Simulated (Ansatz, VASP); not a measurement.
Two plane-wave programs on SnBr4Cl

INCAR

```
SYSTEM = SnBr4Cl
PREC = Accurate
ENCUT = 600
EDIFF = 1E-6
ISMEAR = 0
SIGMA = 0.1
LREAL = .FALSE.
LASPH = .TRUE.
NELM = 60
ALGO = Normal
ISIF = 3
LWAVE = .FALSE.
LCHARG = .FALSE.
GGA = PE
IBRION = 2
NSW = 100
EDIFFG = -0.01
```

Contents of KPOINTS:

```
regular mesh
0
G
  8 8 8
  0 0 0
```

File POSCAR:

```
SnBr4Cl
1.0
    0.0000000000      4.4520166900      4.4520166900
    4.4520166900      0.0000000000      4.4520166900
    4.4520166900      4.4520166900      0.0000000000
Sn Br Cl
1 4 1
Direct
    0.7500000000      0.7500000000      0.7500000000
    0.8769448700      0.3743517100      0.3743517100
    0.3743517100      0.3743517100      0.3743517100
    0.3743517100      0.3743517100      0.8769448700
    0.3743517100      0.8769448700      0.3743517100
    0.0000000000      0.0000000000      0.0000000000
```

Input for Ansatz:

```yaml
crystal:
  lattice:
    - [0.0, 4.45201669, 4.45201669]
    - [4.45201669, 0.0, 4.45201669]
    - [4.45201669, 4.45201669, 0.0]
  atoms:
    - { symbol: Sn, position: [0.75, 0.75, 0.75] }
    - { symbol: Br, position: [0.87694487, 0.37435171, 0.37435171] }
    - { symbol: Br, position: [0.37435171, 0.37435171, 0.37435171] }
    - { symbol: Br, position: [0.37435171, 0.37435171, 0.87694487] }
    - { symbol: Br, position: [0.37435171, 0.87694487, 0.37435171] }
    - { symbol: Cl, position: [0.0, 0.0, 0.0] }
basis:
  ecutwfc: 420
kpoints:
  mp_grid: { grid: [8, 8, 8] }
hamiltonian:
  xc: pbe
scf:
  occupations: { method: gaussian, width: 0.1 }
output:
  forces: true
  stress: true
  eigenvalues: true
  write_density: true
  write_potential: true
  elf: true
  volumetric_format: npy
relax:
  adjacent_minimum: "off"
  f_tol: 0.01
  max_steps: 80
  cell: { stress_tol: 0.05 }
```

Change from the starting cell: species swapped into the TmCu4Ag type (F-43m, No. 216).

Alike in both runs: task relaxation of cell and atoms; functional PBE; k mesh 8 × 8 × 8; occupations gaussian, width 0.1 eV; no spin polarisation.

|  | VASP | Ansatz |
| --- | --- | --- |
| version | VASP 6.6.1 | Ansatz 0.2.0 |
| potentials or method | VASP PAW PBE potentials, release 64 (Sn_d, Br, Cl), cutoff 600 eV | scalar-relativistic, plane waves, PAW |
| valence electrons in the cell | 49 | 49 |

Ansatz gave:

| Quantity | Value |
| --- | --- |
| gap on the k mesh at the Fermi level, each at its own relaxed structure (eV) | none |
| relaxed volume (Å³/atom) | 27.66 |
| relaxed cell length with the largest relative difference (Å) | 6.168 |

Problem. Estimate VASP's values.

Solution. gap on the k mesh at the Fermi level, each at its own relaxed structure (eV): none; relaxed volume (Å³/atom): 27.67; relaxed cell length with the largest relative difference (Å): 6.169.

A gap of «none» marks a metal or a gap that the smearing closes.
